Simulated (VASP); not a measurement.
# Mg8HO8 (a cell with a defect) in VASP: a series of runs

Runs on Mg8HO8 (a cell with a defect). Level: PBE+D3(BJ). Tasks: single point.

Everything below comes from runs of VASP 6.6.1. Logs are shortened: lines on timing, memory, paths and dates and some standing lists are left out, and cuts for length are marked.

## Step 1: The cell of the first run

The cell holds a defect, 17 atoms: a = 6.039 Å, b = 6.039 Å, c = 6.039 Å, α = 60.00°, β = 60.00°, γ = 60.00°.

## Step 2: Single point, PBE+D3(BJ), collinear spin

INCAR

```
PREC     = Accurate       # precision mode
ENCUT    = 520            # plane-wave cutoff, eV
EDIFF    = 1E-6           # SCF threshold, eV
ISMEAR   = 0              # smearing method
SIGMA    = 0.05           # smearing width, eV
LREAL    = Auto         
LASPH    = True           # aspherical terms in the spheres
NELM     = 150            # most SCF steps
ALGO     = Normal         # electronic algorithm
ISIF     = 2              # what is computed and relaxed
LWAVE    = False          # write WAVECAR
LCHARG   = False          # write CHGCAR
ISPIN    = 2              # spin polarisation
MAGMOM   = 0 0 0 0 0 0 0 0 0 0 0.11 0 0.11 0 0.11 0.11 0.39 # initial moments
LORBIT   = 11             # projections on sites
GGA      = PE             # functional
IVDW     = 12             # dispersion correction
NBANDS   = 50             # bands
```

KPOINTS

```
Automatic mesh
0
Gamma
  3 3 3
```

POSCAR

```
Mg8HO8
1.0
    0.0000000000      4.2703000000      4.2703000000
    4.2703000000      0.0000000000      4.2703000000
    4.2703000000      4.2703000000      0.0000000000
Mg O H
8 8 1
Direct
    0.0108011147      0.0080174695     -0.0180326909
   -0.0051634546      0.0016789219      0.4954404843
    0.0028350467      0.5004047725     -0.0021599185
   -0.0044026181      0.5062378521      0.4962474533
    0.5035357001     -0.0034045617      0.0041632906
    0.4815640587      0.0080326909      0.5111008594
    0.5031258928      0.4999270543      0.0036651992
    0.4970649603      0.5003108681      0.5036483385
    0.2523693886      0.2489295834      0.2526637473
    0.2500603002      0.2532340819      0.7506729035
    0.2579543592      0.7490603705      0.2470593401
    0.2501361731      0.7513665316      0.7507782826
    0.7454003232      0.2723412875      0.2461241599
    0.7520858019      0.2488333372      0.7531117252
    0.7430449851      0.7311687703      0.2440020607
    0.7464724961      0.7491252371      0.7584981149
    0.8360854038      0.8945749713      0.3363050605
```

Potentials or basis: VASP PAW PBE potentials, release 64 (Mg, O, H).

Launch:

```console
cat potpaw_PBE.64/Mg/POTCAR potpaw_PBE.64/O/POTCAR potpaw_PBE.64/H/POTCAR > POTCAR
mpirun -np 1 vasp_std > vasp.out
```

OUTCAR:

```text
PREC = Accurate
   ENCUT = 520
   EDIFF = 1E-6
   ISMEAR = 0
   LREAL = Auto
   LASPH = True
   NELM = 150
   ISIF = 2
   ISPIN = 2
   LORBIT = 11
   GGA = PE
   IVDW = 12
 IVDW          = 12

 ion  position               nearest neighbor table
   1  0.011  0.008  0.982-  17 1.78  10 2.07  14 2.08  12 2.08  11 2.19  13 2.26  15 2.33   6 2.84
                             4 2.97   3 3.00   2 3.01   5 3.01   7 3.02   7 3.02   5 3.03   2 3.04
   2  0.995  0.002  0.495-  17 2.10  13 2.13  16 2.14  11 2.14   9 2.16  14 2.16  12 2.18   4 2.99
                             1 3.01   6 3.01   3 3.01   8 3.01   5 3.02   5 3.02   8 3.03   3 3.03
   3  0.003  0.500  0.998-  15 2.04  13 2.08  10 2.11  16 2.12  12 2.13   9 2.15   8 2.98   1 3.00
                             7 3.00   4 3.01   5 3.01   2 3.01   2 3.03   5 3.03   4 3.03   7 3.04
   4  0.996  0.506  0.496-  17 1.94   9 2.14  14 2.14  16 2.16  11 2.16  15 2.16  10 2.17   1 2.97
                             6 2.97   2 2.99   3 3.01   8 3.01   7 3.02   7 3.02   8 3.03   3 3.03
   5  0.504  0.997  0.004-  15 2.05  11 2.11  16 2.11  14 2.14   9 2.14  10 2.16   7 3.00   3 3.01
                             8 3.01   1 3.01   6 3.01   2 3.02   2 3.02   6 3.03   8 3.03   1 3.03
   6  0.482  0.008  0.511-  17 1.78  10 2.07   9 2.08  12 2.09  16 2.19  13 2.26  15 2.32   1 2.84
                             4 2.97   8 3.00   2 3.01   5 3.01   7 3.02   7 3.02   5 3.03   2 3.03
   7  0.503  0.500  0.004-  13 2.07  11 2.10  16 2.10  14 2.14   9 2.14  12 2.16   3 3.00   5 3.00
                             8 3.00   6 3.02   4 3.02   1 3.02   4 3.02   1 3.02   6 3.02   5 3.04
   8  0.497  0.500  0.504-  15 2.04  13 2.08  10 2.11  11 2.12  12 2.13  14 2.15   3 2.98   6 3.00
                             7 3.00   4 3.01   5 3.01   2 3.01   2 3.03   5 3.03   4 3.03   7 3.04
   9  0.252  0.249  0.253-   6 2.08   5 2.14   4 2.14   7 2.14   3 2.15   2 2.16
  10  0.250  0.253  0.751-   1 2.07   6 2.07   8 2.11   3 2.11   5 2.16   4 2.17
  11  0.258  0.749  0.247-   7 2.10   5 2.11   8 2.12   2 2.14   4 2.16   1 2.19
  12  0.250  0.751  0.751-   1 2.08   6 2.09   8 2.13   3 2.13   7 2.16   2 2.18
  13  0.745  0.272  0.246-   7 2.07   3 2.08   8 2.08   2 2.13   6 2.26   1 2.26
  14  0.752  0.249  0.753-   1 2.08   5 2.14   4 2.14   7 2.14   8 2.15   2 2.16
  15  0.743  0.731  0.244-   8 2.04   3 2.04   5 2.05   4 2.16   6 2.32   1 2.33
  16  0.746  0.749  0.758-   7 2.10   5 2.11   3 2.12   2 2.14   4 2.16   6 2.19
  17  0.836  0.895  0.336-   1 1.78   6 1.78   4 1.94   2 2.10

  LATTYP: Found a face centered cubic cell.
 ALAT       =     8.5406000000

  Lattice vectors:

 A1 = (   0.0000000000,   4.2703000000,   4.2703000000)
 A2 = (   4.2703000000,   0.0000000000,   4.2703000000)
 A3 = (   4.2703000000,   4.2703000000,   0.0000000000)

Analysis of symmetry for initial positions (statically):
=====================================================================
 Subroutine PRICEL returns:
 Original cell was already a primitive cell.

 Routine SETGRP: Setting up the symmetry group for a
 face centered cubic supercell.

 Subroutine GETGRP returns: Found  1 space group operations
 (whereof  1 operations were pure point group operations)
 out of a pool of 48 trial point group operations.

The static configuration has the point symmetry C_1 .

Analysis of symmetry for dynamics (positions and initial velocities):
=====================================================================
 Subroutine PRICEL returns:
 Original cell was already a primitive cell.

 Routine SETGRP: Setting up the symmetry group for a
 face centered cubic supercell.

 Subroutine GETGRP returns: Found  1 space group operations
 (whereof  1 operations were pure point group operations)
 out of a pool of 48 trial point group operations.

The dynamic configuration has the point symmetry C_1 .

Analysis of structural, dynamic, and magnetic symmetry:
=====================================================================
 Subroutine PRICEL returns:
 Original cell was already a primitive cell.

 Routine SETGRP: Setting up the symmetry group for a
 face centered cubic supercell.

 Subroutine GETGRP returns: Found  1 space group operations
 (whereof  1 operations were pure point group operations)
 out of a pool of 48 trial point group operations.

The overall configuration has the point symmetry C_1 .

 Subroutine INISYM returns: Found  1 space group operations
 (whereof  1 operations are pure point group operations),
 and found     1 'primitive' translations

----------------------------------------------------------------------------------------

                                     Primitive cell

  volume of cell :     155.7418

[... 102 lines left out ...]
   LNONCOLLINEAR =      F non collinear calculations
   LSORBIT =      F    spin-orbit coupling
   LASPH  =      T    aspherical Exc in radial PAW
   ENCUT  =  520.0 eV  38.22 Ry    6.18 a.u.  11.23 11.23 11.23*2*pi/ulx,y,z
   NELM   =    150;   NELMIN=  2; NELMDL= -5     # of ELM steps
   EDIFF  = 0.1E-05   stopping-criterion for ELM
   LREAL  =      T    real-space projection
   EDIFFG = 0.1E-04   stopping-criterion for IOM
   NSW    =      0    number of steps for IOM
   IBRION =     -1    ionic relax: 0-MD 1-quasi-New 2-CG
   NFREE  =      0    steps in history (QN), initial steepest desc. (CG)
   ISIF   =      2    stress and relaxation
   ISYM   =      2    0-nonsym 1-usesym 2-fastsym
   POTIM  = 0.5000    time-step for ionic-motion
   TEBEG  =    0.0;   TEEND  =   0.0 temperature during run
   PSTRESS=    0.0 pullay stress
   NELECT =      65.0000    total number of electrons
   NUPDOWN=      -1.0000    fix difference up-down
   EMIN   =  10.00;   EMAX   =-10.00  energy-range for DOS
   EFERMI =   0.00;   METHOD = LEGACY
   ISMEAR =     0;   SIGMA  =   0.05  broadening in eV -4-tet -1-fermi 0-gaus
   EFERMI_NEDOS =   21; number of points for ismear=-14 and -15
   IALGO  =     38    algorithm
   IMIX   =      4    mixing-type and parameters
     AMIX     =   0.40;   BMIX     =  1.00
     AMIX_MAG =   1.60;   BMIX_MAG =  1.00
  volume/ion in A,a.u.               =       9.16        61.82
  Fermi-wavevector in a.u.,A,eV,Ry     =   1.223426  2.311939 20.364795  1.496770
  Thomas-Fermi vector in A             =   2.358537
   LORBIT       =     11    0 simple, 1 ext, 2 COOP (PROOUT), +10 PAW based schemes
   GGA     = PE    functional components
   LHFCALC =     F    Hartree Fock is set to
   AEXX    =    0.0000 exact exchange contribution
   IVDW    =    12    specifies the selected vdW correction
   LEPSILON=     F    determine dielectric tensor
   LRPA    =     F    only Hartree local field effects (RPA)
 spin polarized calculation
 Gauss-broadening in eV      SIGMA  =   0.05
  energy-cutoff  :      520.00
  volume of cell :      155.74
 maximum number of plane-waves:      4279
 NGX is ok and might be reduce to    48
   NGX = 23   NGY = 23   NGZ = 23

 number of electron      64.9999999 magnetization       0.9260240

 Free energy of the ion-electron system (eV)
  ---------------------------------------------------
  ext. energy  EPLUGINS =         0.00000000
  ---------------------------------------------------
  free energy    TOTEN  =       -94.71745892 eV

  energy without entropy =      -94.71607750  energy(sigma->0) =      -94.71676821

 E-fermi :   5.9560     XC(G=0): -10.9734

 val. band max:        5.9508473364   @ k =  -0.3333   0.3333  -0.3333
 cond. band min:       6.3878682341   @ k =   0.0000   0.0000   0.3333
 fundamental gap:      0.4370208978
 Fermi energy:         5.9559987294

 spin component 1

 k-point     1 :       0.0000    0.0000    0.0000
  band No.  band energies     occupation
      1     -14.2320      1.00000
      2     -13.1799      1.00000
      3     -13.0221      1.00000
      4     -12.9331      1.00000
      5     -12.9211      1.00000
      6     -12.8330      1.00000
[... 647 lines left out ...]
     43      13.9199      0.00000
     44      14.1636      0.00000
 Fermi energy:         5.9559987294

 spin component 2

 k-point     1 :       0.0000    0.0000    0.0000
  band No.  band energies     occupation
      1     -14.1428      1.00000
      2     -13.0768      1.00000
      3     -12.9655      1.00000
      4     -12.8941      1.00000
      5     -12.8916      1.00000
      6     -12.6307      1.00000
[... 647 lines left out ...]
     43      13.9967      0.00000
     44      14.1810      0.00000
 [bands above 44 left out]

------------------------ aborting loop because EDIFF is reached ----------------------------------------

 Edisp (eV)   -4.66551

 E8    (eV) :    -1.8081

  FORCE on cell =-STRESS in cart. coord.  units (eV):
  Direction    XX          YY          ZZ          XY          YZ          ZX
  --------------------------------------------------------------------------------------
  -------------------------------------------------------------------------------------
  Total      -0.48841    -2.36675    -0.47190    -0.03196    -0.02468     0.03660
  in kB      -5.02442   -24.34773    -4.85462    -0.32875    -0.25387     0.37650
  external pressure =      -11.41 kB  Pullay stress =        0.00 kB

 VOLUME and BASIS-vectors are now :
 -----------------------------------------------------------------------------
  energy-cutoff  :      520.00
  volume of cell :      155.74
      direct lattice vectors                 reciprocal lattice vectors
     0.000000000  4.270300000  4.270300000    -0.117087792  0.117087792  0.117087792
     4.270300000  0.000000000  4.270300000     0.117087792 -0.117087792  0.117087792
     4.270300000  4.270300000  0.000000000     0.117087792  0.117087792 -0.117087792

 POSITION                                       TOTAL-FORCE (eV/Angst)
 -----------------------------------------------------------------------------------
      4.22753      4.23942      0.08036         0.027840     -0.051086     -0.089370
      2.12285      6.36393      4.25542        -0.013355     -0.009044     -0.014292
      6.39796      4.27318      2.14898         0.019089     -0.033264     -0.017467
      4.28091      6.37062      6.41329        -0.018454      0.032081     -0.018354
      4.27354      2.16803      6.40601        -0.011683     -0.078591     -0.011655
      2.21686      4.23898      2.09072        -0.087709     -0.047454      0.024714
[... 9 lines left out ...]
      6.43800      6.42668      6.38665         0.022735      0.017018     -0.028820
      5.25623      5.00646      7.39044         0.089697      0.559860      0.085826
 -----------------------------------------------------------------------------------
    total drift:                               -0.000747     -0.004552      0.002393

  FREE ENERGIE OF THE ION-ELECTRON SYSTEM (eV)
  ---------------------------------------------------
  free  energy   TOTEN  =       -99.3829642400 eV

  energy  without entropy=      -99.3815828197  energy(sigma->0) =      -99.38227353

 total charge

# of ion       s       p       d       tot
------------------------------------------
    1        0.149   0.175   0.076   0.401
    2        0.141   0.163   0.070   0.374
    3        0.148   0.177   0.079   0.404
    4        0.142   0.166   0.072   0.379
    5        0.146   0.173   0.076   0.395
    6        0.149   0.175   0.076   0.400
[... 9 lines left out ...]
   16        1.548   3.529   0.000   5.077
   17        0.546   0.017   0.000   0.564
--------------------------------------------------
tot         14.094  29.650   0.603  44.347

 magnetization (x)

# of ion       s       p       d       tot
------------------------------------------
    1        0.001   0.003   0.004   0.008
    2       -0.001  -0.000   0.001  -0.001
    3        0.001   0.002   0.001   0.004
    4       -0.001   0.000   0.002   0.001
    5        0.000   0.001   0.001   0.001
    6        0.001   0.003   0.004   0.008
[... 9 lines left out ...]
   16        0.005   0.058   0.000   0.063
   17        0.245   0.001   0.000   0.246
--------------------------------------------------
tot          0.282   0.401   0.013   0.696
```

It took 5.6 min on 1 thread of AMD EPYC 9R45 (Zen 5), shared host; peak memory 0.45 GiB.

What came out:

```
Free energy                                           : -99.3830 eV
Pressure                                              : -1.1 GPa
Largest force                                         : 0.573 eV/Å
Net moment                                            : 0.93 μB per cell
Site moments                                          : Mg +0.01, -0.00, +0.00; O -0.00, +0.06, +0.12, +0.18; H +0.25 μB
Valence electrons inside the program's atomic spheres : Mg 0.40, 0.37, 0.38, 0.39; O 5.08, 5.09, 5.07; H 0.56
Dispersion energy per atom                            : -0.274 eV
```

Forces on the atoms (eV/Å):
```
Mg   0.028 -0.051 -0.089
Mg  -0.013 -0.009 -0.014
Mg   0.019 -0.033 -0.017
Mg  -0.018  0.032 -0.018
Mg  -0.012 -0.079 -0.012
Mg  -0.088 -0.047  0.025
Mg   0.007 -0.064  0.004
Mg  -0.018 -0.034  0.023
O    0.000 -0.061 -0.007
O   -0.017 -0.031 -0.017
O   -0.026  0.016  0.024
O   -0.008 -0.033 -0.008
O   -0.046 -0.056 -0.044
O   -0.008 -0.064  0.001
O    0.089 -0.063  0.094
O    0.023  0.017 -0.029
H    0.090  0.560  0.086
```

Caveat: the k points lie up to 0.42 Å⁻¹ apart.

(Part 1 of 2 ends here.)
